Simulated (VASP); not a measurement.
Input of a VASP 6.6.1 run:

File INCAR:

```
SYSTEM = H
  ALGO = Normal
  EDIFF = 1E-6
  ENCUT = 520
  GGA = PE
  ISIF = 2
  ISMEAR = 0
  LASPH = .TRUE.
  LCHARG = .TRUE.
  LELF = .TRUE.
  LREAL = .FALSE.
  LVHAR = .TRUE.
  LWAVE = .FALSE.
  NBANDS = 6
  NELM = 60
  PREC = Accurate
  SIGMA = 0.1
```

KPOINTS

```
k-points
0
G
  8 8 22
  0 0 0
```

Contents of POSCAR:

```
H
1.0
    2.6496387389      0.0000000000      0.0000000000
    0.0000000000      2.6496387389      0.0000000000
    0.0000000000      0.0000000000      0.9804929200
H
1
Direct
    0.0000000000      0.0000000000      0.5000000000
```

Potentials or basis: VASP PAW PBE potentials, release 64 (H).

Launch:

```console
$ cat potpaw_PBE.64/H/POTCAR > POTCAR
$ mpirun -np 1 vasp_std > vasp.out
```

Q: Estimate the pressure.

A: 1.5 GPa.

Stress tensor (GPa, compression positive):
```
 2.35  0.00  0.00
 0.00  2.35  0.00
 0.00  0.00 -0.27
```
